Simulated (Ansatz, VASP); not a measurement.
# TiO2: VASP beside Ansatz

The input INCAR:

```
PREC     = Accurate       # precision mode
ENCUT    = 520            # plane-wave cutoff, eV
EDIFF    = 1E-6           # SCF threshold, eV
ISMEAR   = 0              # smearing method
SIGMA    = 0.05           # smearing width, eV
LREAL    = False          # projectors in reciprocal space
LASPH    = True           # aspherical terms in the spheres
NELM     = 150            # most SCF steps
ALGO     = Normal         # electronic algorithm
ISIF     = 2              # what is computed and relaxed
LWAVE    = False          # write WAVECAR
LCHARG   = False          # write CHGCAR
LMAXMIX  = 4              # l up to which the mixer works
LDAU     = True           # DFT+U
LDAUTYPE = 2            
LDAUL    = 2 -1           # shell
LDAUU    = 4 0            # U, eV
LDAUJ    = 0 0          
LDAUPRINT= 1            
GGA      = PE             # functional
NBANDS   = 33             # bands
```

File KPOINTS:

```
regular mesh
0
Gamma
  6 6 10
```

Contents of POSCAR:

```
TiO2
1.0
    4.6403824160      0.0000000000      0.0000000000
    0.0000000000      4.6403824160      0.0000000000
    0.0000000000      0.0000000000      3.0063836354
Ti O
2 4
Direct
   -0.0030684435      0.0007955093     -0.0090673139
    0.4998297858      0.4961375444      0.4967467842
    0.3029363092      0.2990487244      0.0189313898
    0.1971014653      0.8024343478      0.4955723195
    0.6958759012      0.6932649621     -0.0053499563
    0.8073249820      0.2083189120      0.5031667766
```

Input for Ansatz:

```yaml
crystal:
  lattice:
    - [4.640382412, 0.0, 0.0]
    - [0.0, 4.640382412, 0.0]
    - [0.0, 0.0, 3.0063836717]
  atoms:
    - { symbol: Ti, position: [-0.0030684435, 0.0007955093, -0.0090673137] }
    - { symbol: Ti, position: [0.4998297858, 0.4961375444, 0.4967467842] }
    - { symbol: O, position: [0.3029363073, 0.2990487225, 0.0189313896] }
    - { symbol: O, position: [0.1971014672, 0.8024343459, 0.4955723196] }
    - { symbol: O, position: [0.6958759031, 0.693264964, -0.0053499563] }
    - { symbol: O, position: [0.8073249801, 0.2083189139, 0.5031667766] }
basis:
  ecutwfc: 420
kpoints:
  mp_grid: { grid: [6, 6, 10] }
hamiltonian:
  xc: pbe
  hubbard: { sites: [{ species: Ti, l: d, u_eff: 4.0 }] }
scf:
  occupations: { method: gaussian, width: 0.05 }
output:
  forces: true
  stress: true
  eigenvalues: true
```

Change from the starting cell: all atoms moved at random (sigma 0.03 Å a component).

Alike in both runs: task single point; functional PBE; k mesh 6 × 6 × 10; occupations gaussian, width 0.05 eV; no spin polarisation; Hubbard terms Ti d U = 4.0 eV.

|  | VASP | Ansatz |
| --- | --- | --- |
| version | VASP 6.6.1 | Ansatz 0.2.0 |
| potentials or method | VASP PAW PBE potentials, release 64 (Ti_sv, O), cutoff 520 eV | scalar-relativistic, plane waves, PAW |
| valence electrons in the cell | 48 | 48 |

Ansatz gave:

| Quantity | Value |
| --- | --- |
| gap on the k mesh at the Fermi level (eV) | 2.12 |
| least direct gap on the mesh (eV) | 2.20 |
| pressure (GPa) | -0.6 |
| traceless stress, the component that is largest in VASP (GPa) | 1.02 |
| rms of the force components (eV/Å) | 0.316 |

Task: Which values does VASP return?

Result: gap on the k mesh at the Fermi level (eV): 2.15; least direct gap on the mesh (eV): 2.21; pressure (GPa): 3.4; traceless stress, the component that is largest in VASP (GPa): 1.26; rms of the force components (eV/Å): 0.306.

The programs project onto different local orbitals, so the same U acts differently, and such runs can settle in different states. Atom by atom the forces differ by 0.063 eV/Å (rms over components).
